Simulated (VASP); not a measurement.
Set up this calculation in VASP 6.6.1, as the native input.

| Item | Value |
| --- | --- |
| Task | single point |
| Functional | PBE |
| Potentials or basis | VASP PAW PBE potentials, release 64 (Sn_d) |
| Cutoff | 500 eV |
| k mesh | 6 × 6 × 3 |
| Occupations | fermi-dirac, width 0.1 eV |
| Spin | no spin polarisation |
| Dipole correction | no |
| Further INCAR settings | ALGO = Normal; EDIFF = 1e-06; NBANDS = 21 |

The structure of Sn lies in POSCAR:

```
Sn
1.0
    3.3772842046      0.0000000000      0.0000000000
   -1.6886421023      2.9248139170      0.0000000000
    0.0000000000      0.0000000000      5.6150201079
Sn
2
Direct
    0.3333333333      0.6666666667      0.2500000000
    0.6666666667      0.3333333333      0.7500000000
```

One way to write it, as run:

INCAR

```
ALGO     = Normal         # electronic algorithm
EDIFF    = 1E-6           # SCF threshold, eV
ENCUT    = 500            # plane-wave cutoff, eV
GGA      = PE             # functional
GGA_COMPAT= False        
ISIF     = 2              # what is computed and relaxed
ISMEAR   = -1             # smearing method
LASPH    = True           # aspherical terms in the spheres
LCHARG   = False          # write CHGCAR
LREAL    = False          # projectors in reciprocal space
LWAVE    = False          # write WAVECAR
NBANDS   = 21             # bands
NELM     = 120            # most SCF steps
PREC     = Accurate       # precision mode
SIGMA    = 0.1            # smearing width, eV
```

KPOINTS

```
k-points
0
Gamma
  6 6 3
```

Potentials or basis: VASP PAW PBE potentials, release 64 (Sn_d).

The run is started by

```console
$ cat potpaw_PBE.64/Sn_d/POTCAR > POTCAR
$ mpirun -np 1 vasp_std > vasp.out
```

Results of the run:

| Property | Result |
| --- | --- |
| Pressure | 0.8 GPa |
| Band gap on the k mesh | zero (band 14 reaches 13.72 eV, above the bottom of band 15 at 5.51 eV) |

Caveat: the k points lie up to 0.37 Å⁻¹ apart; spin-orbit coupling is left out, which moves the levels of the heavy elements.

It took 8.7 s on 1 thread of Intel(R) Xeon(R) Platinum 8488C (Sapphire Rapids), with other jobs on the host, peak memory 0.17 GiB.
